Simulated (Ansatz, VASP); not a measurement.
# One calculation of AlPd4, two programs

Contents of INCAR:

```
SYSTEM = AlPd4
PREC = Accurate ; ENCUT = 520
EDIFF = 1E-6 ; ISMEAR = 0
SIGMA = 0.1 ; LREAL = .FALSE.
LASPH = .TRUE. ; NELM = 150
ALGO = Fast ; ISIF = 2
LWAVE = .FALSE. ; LCHARG = .FALSE.
ISPIN = 2 ; MAGMOM = 0 1 1 1 1
LORBIT = 11 ; LMAXMIX = 4
GGA = PE ; NBANDS = 34
```

Contents of KPOINTS:

```
regular mesh
0
G
  4 4 4
  0 0 0
```

File POSCAR:

```
AlPd4
1.0
    4.4833315662      0.0000000000      0.0000000000
    0.0000000000      4.4833315662      0.0000000000
    0.0000000000      0.0000000000      4.4833315662
Al Pd
1 4
Direct
    0.0000000000      0.0000000000      0.0000000000
    0.7116044652      0.7116044652      0.7116044652
    0.2883955348      0.2883955348      0.7116044652
    0.2883955348      0.7116044652      0.2883955348
    0.7116044652      0.2883955348      0.2883955348
```

Input for Ansatz:

```yaml
crystal:
  lattice:
    - [4.4833315662, 0.0, 0.0]
    - [0.0, 4.4833315662, 0.0]
    - [0.0, 0.0, 4.4833315662]
  atoms:
    - { symbol: Al, position: [0.0, 0.0, 0.0] }
    - { symbol: Pd, position: [0.7116044652, 0.7116044652, 0.7116044652], spin: 1.0 }
    - { symbol: Pd, position: [0.2883955348, 0.2883955348, 0.7116044652], spin: 1.0 }
    - { symbol: Pd, position: [0.2883955348, 0.7116044652, 0.2883955348], spin: 1.0 }
    - { symbol: Pd, position: [0.7116044652, 0.2883955348, 0.2883955348], spin: 1.0 }
basis:
  ecutwfc: 420
kpoints:
  mp_grid: { grid: [4, 4, 4] }
hamiltonian:
  xc: pbe
scf:
  occupations: { method: gaussian, width: 0.1 }
  lower_state_search: "off"
output:
  forces: true
  stress: true
  eigenvalues: true
  populations: true
magnetization:
  spin_polarized: true
```

Alike in both runs: task single point; functional PBE; k mesh 4 × 4 × 4; occupations gaussian, width 0.1 eV; collinear spin.

|  | VASP | Ansatz |
| --- | --- | --- |
| version | VASP 6.6.1 | Ansatz 0.2.0 |
| potentials or method | VASP PAW PBE potentials, release 64 (Al, Pd), cutoff 520 eV | scalar-relativistic, plane waves, PAW |
| valence electrons in the cell | 43 | 75 |

Ansatz gave:

| Item | Value |
| --- | --- |
| gap on the k mesh at the Fermi level (eV) | none |
| pressure (GPa) | 0.3 |
| rms of the force components (eV/Å) | 0.010 |
| net moment per atom (μB) | 0.00 |

Problem. Estimate VASP's values.

Solution. gap on the k mesh at the Fermi level (eV): none; pressure (GPa): 0.3; rms of the force components (eV/Å): 0.011; net moment per atom (μB): 0.00.

Atom by atom the forces differ by 0.021 eV/Å (rms over components). A gap of «none» marks a metal or a gap that the smearing closes. VASP's potentials hold 43 valence electrons a cell and Ansatz's 75, so a difference there can come from the potentials and not from the codes. Ansatz's warnings: filled band counts differ across k points, seeded moment not kept.
